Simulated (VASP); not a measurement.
# WSe2 (P1) in VASP: single point with PBE

Aim: the single point of WSe2 with PBE.

Program: VASP 6.6.1. These are calculated values, not measurements. Logs are shortened: lines on timing, memory, paths and dates and some standing lists are left out, and cuts for length are marked.

### Step 1. The cell of the first run

The typed cell holds 24 atoms: a = 8.747 Å, b = 8.747 Å, c = 8.747 Å, α = 60.00°, β = 60.00°, γ = 60.00°.

### Step 2. Single point, PBE

Contents of INCAR:

```
  PREC = Accurate
  ENCUT = 520
  EDIFF = 1E-6
  ISMEAR = -1
  SIGMA = 0.112
  LREAL = Auto
  LASPH = T
  NELM = 80
  ALGO = Normal
  ISIF = 2
  LWAVE = F
  LCHARG = T
  GGA = PE
  LELF = T
  LVHAR = T
  NBANDS = 122
```

Contents of KPOINTS:

```
regular mesh
0
Gamma
  2 2 2
```

Contents of POSCAR:

```
WSe2
1.0
    0.0000000000      6.1849665128      6.1849665128
    6.1849665128      0.0000000000      6.1849665128
    6.1849665128      6.1849665128      0.0000000000
W Se
8 16
Direct
    0.0100616551     -0.0084183156     -0.0102298048
   -0.0045483674      0.0154080867      0.5127449750
   -0.0066311596      0.4965853079      0.0081883224
    0.0021388151      0.4725148461      0.5018223613
    0.4983711704     -0.0100222046      0.0284331370
    0.5109661456      0.0129526166      0.4837918676
    0.5069397698      0.5198753289     -0.0105021587
    0.5091310508      0.5072759074      0.4765905351
    0.1129847669      0.1222401121      0.1617960256
    0.4052393000      0.3724489850      0.3599055056
    0.0848532484      0.1174655511      0.6503723976
    0.3583154404      0.3643731935      0.8775045085
    0.1601937533      0.6117682274      0.1363242628
    0.3607346936      0.8619952895      0.3752600754
    0.1501281370      0.5982101103      0.6163854715
    0.3602810129      0.8974996046      0.8755646435
    0.6158035766      0.1264363353      0.1400393192
    0.8721382709      0.4201780227      0.3453803663
    0.6525391838      0.1165372518      0.5996321876
    0.8617739464      0.3618351038      0.8872133727
    0.5912284234      0.6508648012      0.1121517794
    0.8691580607      0.8674793128      0.3562758983
    0.6048215447      0.6554730719      0.6291254758
    0.8782810689      0.8408278346      0.8983951633
```

Potentials or basis: VASP PAW PBE potentials, release 64 (W_sv, Se).

Run with:

```
cat potpaw_PBE.64/W_sv/POTCAR potpaw_PBE.64/Se/POTCAR > POTCAR
mpirun -np 1 vasp_std > vasp.out
```

OUTCAR:

```text
PREC = Accurate
   ENCUT = 520
   EDIFF = 1E-6
   ISMEAR = -1
   LREAL = Auto
   LASPH = T
   NELM = 80
   ISIF = 2
   GGA = PE

 ion  position               nearest neighbor table
   1  0.010  0.992  0.990-  11 2.44  16 2.51  22 2.62  20 2.65  24 2.68  13 2.73  17 2.82   9 2.91

   2  0.995  0.015  0.513-  11 2.36  19 2.47   9 2.51  14 2.63  24 2.78  18 2.90  15 2.99  22 3.08

   3  0.993  0.497  0.008-  18 2.42  24 2.46  12 2.61   9 2.68  20 2.77  15 2.81  21 2.88  13 2.94

   4  0.002  0.473  0.502-  18 2.47  11 2.55  13 2.64  20 2.76  15 2.78  22 2.82  23 2.87  10 2.89

   5  0.498  0.990  0.028-  21 2.45  14 2.49  17 2.61  12 2.69  24 2.72  16 2.75   9 2.75  19 3.07

   6  0.511  0.013  0.484-  17 2.46  23 2.56  10 2.57  22 2.57  19 2.58  16 2.80  14 2.93  11 3.06

   7  0.507  0.520  0.989-  21 2.42  13 2.49  20 2.55  23 2.58  10 2.65  16 2.70  17 2.82  12 2.98

   8  0.509  0.507  0.477-  10 2.54  14 2.54  15 2.57  18 2.61  21 2.62  19 2.79  23 2.84  12 2.87

   9  0.113  0.122  0.162-   2 2.51   3 2.68   5 2.75   1 2.91
  10  0.405  0.372  0.360-   8 2.54   6 2.57   7 2.65   4 2.89
  11  0.085  0.117  0.650-   2 2.36   1 2.44   4 2.55   6 3.06
  12  0.358  0.364  0.878-   3 2.61   5 2.69   8 2.87   7 2.98
  13  0.160  0.612  0.136-   7 2.49   4 2.64   1 2.73   3 2.94
  14  0.361  0.862  0.375-   5 2.49   8 2.54   2 2.63   6 2.93
[... 8 lines left out ...]
  23  0.605  0.655  0.629-   6 2.56   7 2.58   8 2.84   4 2.87
  24  0.878  0.841  0.898-   3 2.46   1 2.68   5 2.72   2 2.78

  LATTYP: Found a face centered cubic cell.
 ALAT       =    12.3699330256

  Lattice vectors:

 A1 = (   0.0000000000,   6.1849665128,   6.1849665128)
 A2 = (   6.1849665128,   0.0000000000,   6.1849665128)
 A3 = (   6.1849665128,   6.1849665128,   0.0000000000)

Analysis of symmetry for initial positions (statically):
=====================================================================
 Subroutine PRICEL returns:
 Original cell was already a primitive cell.

 Routine SETGRP: Setting up the symmetry group for a
 face centered cubic supercell.

 Subroutine GETGRP returns: Found  1 space group operations
 (whereof  1 operations were pure point group operations)
 out of a pool of 48 trial point group operations.

The static configuration has the point symmetry C_1 .

Analysis of symmetry for dynamics (positions and initial velocities):
=====================================================================
 Subroutine PRICEL returns:
 Original cell was already a primitive cell.

 Routine SETGRP: Setting up the symmetry group for a
 face centered cubic supercell.

 Subroutine GETGRP returns: Found  1 space group operations
 (whereof  1 operations were pure point group operations)
 out of a pool of 48 trial point group operations.

The dynamic configuration has the point symmetry C_1 .

 Subroutine INISYM returns: Found  1 space group operations
 (whereof  1 operations are pure point group operations),
 and found     1 'primitive' translations

----------------------------------------------------------------------------------------

                                     Primitive cell

  volume of cell :     473.1971

  direct lattice vectors                    reciprocal lattice vectors
     0.000000000  6.184966513  6.184966513    -0.080841181  0.080841181  0.080841181
     6.184966513  0.000000000  6.184966513     0.080841181 -0.080841181  0.080841181
     6.184966513  6.184966513  0.000000000     0.080841181  0.080841181 -0.080841181

  length of vectors
     8.746863525  8.746863525  8.746863525     0.140021034  0.140021034  0.140021034

  position of ions in fractional coordinates (direct lattice)
     0.010061655  0.991581684  0.989770195
     0.995451633  0.015408087  0.512744975
     0.993368840  0.496585308  0.008188322
     0.002138815  0.472514846  0.501822361
     0.498371170  0.989977795  0.028433137
     0.510966146  0.012952617  0.483791868
[... 16 lines left out ...]
     0.604821545  0.655473072  0.629125476
     0.878281069  0.840827835  0.898395163

  ion indices of the primitive-cell ions
   primitive index   ion index
                 1           1
                 2           2
                 3           3
                 4           4
                 5           5
                 6           6
[... 16 lines left out ...]
                23          23
                24          24

----------------------------------------------------------------------------------------

 KPOINTS: regular mesh

Automatic generation of k-mesh.
 Grid dimensions read from file:
 generate k-points for:    2    2    2

 Generating k-lattice:

  Cartesian coordinates                     Fractional coordinates (reciprocal lattice)
    -0.040420591  0.040420591  0.040420591     0.500000000  0.000000000  0.000000000
     0.040420591 -0.040420591  0.040420591     0.000000000  0.500000000  0.000000000
     0.040420591  0.040420591 -0.040420591     0.000000000  0.000000000  0.500000000

  Length of vectors
     0.070010517  0.070010517  0.070010517

  Shift w.r.t. Gamma in fractional coordinates (k-lattice)
     0.000000000  0.000000000  0.000000000

 Subroutine IBZKPT returns following result:
 ===========================================

 Found      8 irreducible k-points:

 Following reciprocal coordinates:
            Coordinates               Weight
  0.000000  0.000000  0.000000      1.000000
  0.500000  0.000000  0.000000      1.000000
  0.000000  0.500000  0.000000      1.000000
  0.000000  0.000000  0.500000      1.000000
  0.500000  0.500000  0.500000      1.000000
  0.500000  0.500000  0.000000      1.000000
  0.000000  0.500000  0.500000      1.000000
  0.500000  0.000000  0.500000      1.000000
   k-points           NKPTS =      8   k-points in BZ     NKDIM =      8   number of bands    NBANDS=    122
   number of dos      NEDOS =    301   number of ions     NIONS =     24
   total plane-waves  NPLWV = 343000
   dimension x,y,z NGX =    70 NGY =   70 NGZ =   70
   dimension x,y,z NGXF=   140 NGYF=  140 NGZF=  140
   ions per type =               8  16
   NGX,Y,Z   is equivalent  to a cutoff of  13.30, 13.30, 13.30 a.u.
   NGXF,Y,Z  is equivalent  to a cutoff of  26.61, 26.61, 26.61 a.u.
 SYSTEM =  unknown system
   PREC   = accura    normal or accurate (medium, high low for compatibility)
   ISTART =      0    job   : 0-new  1-cont  2-samecut
   ICHARG =      2    charge: 1-file 2-atom 10-const
   ISPIN  =      1    spin polarized calculation?
   LNONCOLLINEAR =      F non collinear calculations
   LSORBIT =      F    spin-orbit coupling
   LASPH  =      T    aspherical Exc in radial PAW
   ENCUT  =  520.0 eV  38.22 Ry    6.18 a.u.  16.26 16.26 16.26*2*pi/ulx,y,z
   NELM   =     80;   NELMIN=  2; NELMDL= -5     # of ELM steps
   EDIFF  = 0.1E-05   stopping-criterion for ELM
   LREAL  =      T    real-space projection
   EDIFFG = 0.1E-04   stopping-criterion for IOM
   NSW    =      0    number of steps for IOM
   IBRION =     -1    ionic relax: 0-MD 1-quasi-New 2-CG
   NFREE  =      0    steps in history (QN), initial steepest desc. (CG)
   ISIF   =      2    stress and relaxation
   ISYM   =      2    0-nonsym 1-usesym 2-fastsym
   POTIM  = 0.5000    time-step for ionic-motion
   TEBEG  =    0.0;   TEEND  =   0.0 temperature during run
   PSTRESS=    0.0 pullay stress
   NELECT =     208.0000    total number of electrons
   NUPDOWN=      -1.0000    fix difference up-down
   EMIN   =  10.00;   EMAX   =-10.00  energy-range for DOS
   EFERMI =   0.00;   METHOD = LEGACY
   ISMEAR =    -1;   SIGMA  =   0.11  broadening in eV -4-tet -1-fermi 0-gaus
   EFERMI_NEDOS =   21; number of points for ismear=-14 and -15
   IALGO  =     38    algorithm
   IMIX   =      4    mixing-type and parameters
     AMIX     =   0.40;   BMIX     =  1.00
     AMIX_MAG =   1.60;   BMIX_MAG =  1.00
  volume/ion in A,a.u.               =      19.72       133.05
  Fermi-wavevector in a.u.,A,eV,Ry     =   1.244749  2.352235 21.080881  1.549401
  Thomas-Fermi vector in A             =   2.379002
   LORBIT       =      0    0 simple, 1 ext, 2 COOP (PROOUT), +10 PAW based schemes
   GGA     = PE    functional components
   LHFCALC =     F    Hartree Fock is set to
   AEXX    =    0.0000 exact exchange contribution
   IVDW    =     0    specifies the selected vdW correction
   LEPSILON=     F    determine dielectric tensor
   LRPA    =     F    only Hartree local field effects (RPA)
 non-spin polarized calculation
  energy-cutoff  :      520.00
  volume of cell :      473.20
 maximum number of plane-waves:     12776
 NGX is ok and might be reduce to    70
   NGX = 33   NGY = 33   NGZ = 33

 number of electron     208.0000004 magnetization

 Free energy of the ion-electron system (eV)
  ---------------------------------------------------
  ext. energy  EPLUGINS =         0.00000000
  ---------------------------------------------------
  free energy    TOTEN  =      -152.45874137 eV

  energy without entropy =     -151.53627760  energy(sigma->0) =     -151.99750948

 E-fermi :   6.9076     XC(G=0): -10.9715

 val. band max:        6.8615106772   @ k =   0.0000   0.5000   0.5000
 cond. band min:       6.9147106471   @ k =   0.5000   0.0000   0.0000
 fundamental gap:      0.0531999699
 Fermi energy:         6.9076401869

 k-point     1 :       0.0000    0.0000    0.0000
  band No.  band energies     occupation
      1     -67.3726      2.00000
      2     -67.2997      2.00000
      3     -67.2974      2.00000
      4     -67.2646      2.00000
      5     -67.2367      2.00000
      6     -67.2356      2.00000
[... 108 lines left out ...]
    115       8.3706      0.00000
    116       8.4088      0.00000

 k-point     2 :       0.5000    0.0000    0.0000
  band No.  band energies     occupation
      1     -67.3726      2.00000
      2     -67.2997      2.00000
      3     -67.2974      2.00000
      4     -67.2646      2.00000
      5     -67.2367      2.00000
      6     -67.2356      2.00000
[... 108 lines left out ...]
    115       8.5529      0.00000
    116       8.5942      0.00000

 k-point     3 :       0.0000    0.5000    0.0000
  band No.  band energies     occupation
      1     -67.3726      2.00000
      2     -67.2997      2.00000
      3     -67.2974      2.00000
      4     -67.2646      2.00000
      5     -67.2367      2.00000
      6     -67.2356      2.00000
[... 108 lines left out ...]
    115       8.5577      0.00000
    116       8.7181      0.00000

 k-point     4 :       0.0000    0.0000    0.5000
  band No.  band energies     occupation
      1     -67.3726      2.00000
      2     -67.2997      2.00000
      3     -67.2974      2.00000
      4     -67.2646      2.00000
      5     -67.2367      2.00000
      6     -67.2356      2.00000
[... 108 lines left out ...]
    115       8.5636      0.00000
    116       8.6650      0.00000

 k-point     5 :       0.5000    0.5000    0.5000
  band No.  band energies     occupation
      1     -67.3726      2.00000
      2     -67.2997      2.00000
      3     -67.2974      2.00000
      4     -67.2646      2.00000
      5     -67.2367      2.00000
      6     -67.2356      2.00000
[... 108 lines left out ...]
    115       8.5431      0.00000
    116       8.6240      0.00000

 k-point     6 :       0.5000    0.5000    0.0000
  band No.  band energies     occupation
      1     -67.3726      2.00000
      2     -67.2997      2.00000
      3     -67.2974      2.00000
      4     -67.2646      2.00000
      5     -67.2367      2.00000
      6     -67.2356      2.00000
[... 108 lines left out ...]
    115       8.4719      0.00000
    116       8.5489      0.00000

 k-point     7 :       0.0000    0.5000    0.5000
  band No.  band energies     occupation
      1     -67.3726      2.00000
      2     -67.2997      2.00000
      3     -67.2974      2.00000
      4     -67.2646      2.00000
      5     -67.2367      2.00000
      6     -67.2356      2.00000
[... 108 lines left out ...]
    115       8.4138      0.00000
    116       8.5335      0.00000

 k-point     8 :       0.5000    0.0000    0.5000
  band No.  band energies     occupation
      1     -67.3726      2.00000
      2     -67.2997      2.00000
      3     -67.2974      2.00000
      4     -67.2646      2.00000
      5     -67.2367      2.00000
      6     -67.2356      2.00000
[... 108 lines left out ...]
    115       8.4923      0.00000
    116       8.6133      0.00000
 [bands above 116 left out]

------------------------ aborting loop because EDIFF is reached ----------------------------------------

  FORCE on cell =-STRESS in cart. coord.  units (eV):
  Direction    XX          YY          ZZ          XY          YZ          ZX
  --------------------------------------------------------------------------------------
  -------------------------------------------------------------------------------------
  Total       14.3733219     17.2137508     14.4018101      3.1608276     -2.1207059     -1.2042233
  in kB       48.6660032     58.2832875     48.7624603     10.7021082     -7.1804054     -4.0773272
  external PRESSURE =      51.9039170 kB  Pullay stress =       0.0000000 kB

 VOLUME and BASIS-vectors are now :
 -----------------------------------------------------------------------------
  energy-cutoff  :      520.00
  volume of cell :      473.20
      direct lattice vectors                 reciprocal lattice vectors
     0.000000000  6.184966513  6.184966513    -0.080841181  0.080841181  0.080841181
     6.184966513  0.000000000  6.184966513     0.080841181 -0.080841181  0.080841181
     6.184966513  6.184966513  0.000000000     0.080841181  0.080841181 -0.080841181

 POSITION                                       TOTAL-FORCE (eV/Angst)
 -----------------------------------------------------------------------------------
     12.25460      6.18393      6.19513         1.147050      0.870368     -1.373475
      3.26661      9.32815      6.25213        -1.766012     -0.481130     -1.310545
      3.12201      6.19460      9.21532        -1.947920     -0.281809      0.137639
      6.02624      3.11698      2.93572         1.174632      0.620493      1.199027
      6.29884      3.25827      9.20539         0.541324     -1.274517      0.674406
      3.07235      6.15254      3.24042         0.196172      0.578137     -0.519313
[... 16 lines left out ...]
      7.94520      7.63192      7.79488        -0.958076      0.757500     -0.551773
     10.75704     10.98868     10.63263         1.004160     -0.356782      0.707809
 -----------------------------------------------------------------------------------
    total drift:                               -0.005741      0.005724     -0.011876

  FREE ENERGIE OF THE ION-ELECTRON SYSTEM (eV)
  ---------------------------------------------------
  free  energy   TOTEN  =      -152.4587413657 eV

  energy  without entropy=     -151.5362775994  energy(sigma->0) =     -151.99750948
```

It took 44 min on 1 thread of AMD EPYC 7R43 (Zen 3), shared host; peak memory 0.79 GiB.

What came out:

```yaml
Free_energy: -152.4587 eV
Pressure: 5.2 GPa
Largest_force: 2.251 eV/Å
Band_gap_on_the_k_mesh: zero (bands 104 and 105 overlap by 0.14 eV)
```

Forces on the atoms (eV/Å):
```
W    1.147  0.870 -1.373
W   -1.766 -0.481 -1.311
W   -1.948 -0.282  0.138
W    1.175  0.620  1.199
W    0.541 -1.275  0.674
W    0.196  0.578 -0.519
W   -0.771 -0.800 -1.123
W    0.336  0.854 -0.405
Se  -0.647 -0.818  0.468
Se   0.422  0.048 -1.091
Se   0.039  0.030  1.771
Se  -0.452  0.314  0.696
Se  -0.013 -1.018 -0.498
Se   0.764  0.880  0.608
Se   1.131 -1.267 -0.649
Se  -0.056 -0.302  1.065
Se  -1.005 -1.515  0.513
Se   0.713  0.141 -1.168
Se   0.856  0.025 -0.284
Se  -0.028  0.832  1.286
Se  -0.551  1.554  0.279
Se  -0.127  0.609 -0.433
Se  -0.958  0.757 -0.552
Se   1.004 -0.357  0.708
```

Stress tensor (GPa, compression positive):
```
 4.87  1.07 -0.41
 1.07  5.83 -0.72
-0.41 -0.72  4.88
```

Levels at points of the mesh, in eV from the Fermi level:
| k point | band 100 | band 101 | band 102 | band 103 | band 104 | band 105 | band 106 | band 107 | band 108 | band 109 |
| --- | --- | --- | --- | --- | --- | --- | --- | --- | --- | --- |
| (0.00, 0.00, 0.00) | -0.51 | -0.40 | -0.36 | -0.34 | -0.18 | -0.13 | -0.07 | 0.06 | 0.17 | 0.26 |
| (0.50, 0.00, 0.00) | -0.24 | -0.19 | -0.09 | -0.08 | 0.01 | 0.02 | 0.06 | 0.11 | 0.22 | 0.34 |
| (0.00, 0.50, 0.00) | -0.29 | -0.28 | -0.21 | -0.09 | -0.06 | 0.01 | 0.06 | 0.18 | 0.36 | 0.38 |
| (0.00, 0.00, 0.50) | -0.31 | -0.20 | -0.15 | -0.13 | -0.07 | 0.03 | 0.09 | 0.12 | 0.23 | 0.38 |
| (0.50, 0.50, 0.50) | -0.26 | -0.24 | -0.11 | -0.08 | -0.05 | 0.02 | 0.03 | 0.12 | 0.21 | 0.23 |
| (0.50, 0.50, 0.00) | -0.34 | -0.31 | -0.26 | -0.21 | -0.15 | 0.34 | 0.39 | 0.49 | 0.63 | 0.68 |
| (0.00, 0.50, 0.50) | -0.38 | -0.30 | -0.24 | -0.11 | -0.05 | 0.26 | 0.39 | 0.45 | 0.56 | 0.61 |
| (0.50, 0.00, 0.50) | -0.38 | -0.33 | -0.27 | -0.18 | -0.13 | 0.25 | 0.41 | 0.50 | 0.61 | 0.67 |

Caveat: the k points lie up to 0.44 Å⁻¹ apart; the atoms stand as in a frame of molecular dynamics; spin-orbit coupling is left out, which moves the levels of the heavy elements; forces of over 1 eV/Å act on the atoms, so gaps and moduli don't describe the material at rest.
